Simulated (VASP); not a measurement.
A run of VASP 6.6.1 is set up as follows.

The input INCAR:

```
PREC = Accurate
ENCUT = 520
EDIFF = 1E-8
ISMEAR = -1
SIGMA = 0.03
LREAL = F
LASPH = T
NELM = 60
ALGO = Normal
ISIF = 2
LWAVE = F
LCHARG = F
GGA = PE
LEFG = T
NBANDS = 28
```

The input KPOINTS:

```
Automatic mesh
0
Gamma
  7 7 7
```

The input POSCAR:

```
BaTiO3
1.0
    3.9998000000      0.0000000000      0.0000000000
    0.0000000000      3.9998000000      0.0000000000
    0.0000000000      0.0000000000      3.8974600000
Ba Ti O
1 1 3
Direct
    0.0000000000      0.0000000000      0.0000000000
    0.5000000000      0.5000000000      0.5000000000
    0.5000000000      0.5000000000      0.0000000000
    0.5000000000      0.0000000000      0.5000000000
    0.0000000000      0.5000000000      0.5000000000
```

Potentials or basis: VASP PAW PBE potentials, release 64 (Ba_sv, Ti_sv, O).

Launch:

```console
$ cat potpaw_PBE.64/Ba_sv/POTCAR potpaw_PBE.64/Ti_sv/POTCAR potpaw_PBE.64/O/POTCAR > POTCAR
$ mpirun -np 1 vasp_std > vasp.out
```

(1) What does it give for the pressure?

(2) What does it give for the band gap on the k mesh?

Results:

(1) 9.4 GPa.

(2) 1.82 eV (least direct gap 1.86 eV).

Caveat: the cell differs from its parent crystal (zz strain of -3 %); the cell stands under pressure; without QUAD_EFG the Cq values of the log hold for a quadrupole moment of 1 mb, not for the nuclei; spin-orbit coupling is left out, which moves the levels of the heavy elements; an odd mesh through Γ misses points on the zone boundary, where band edges can lie.
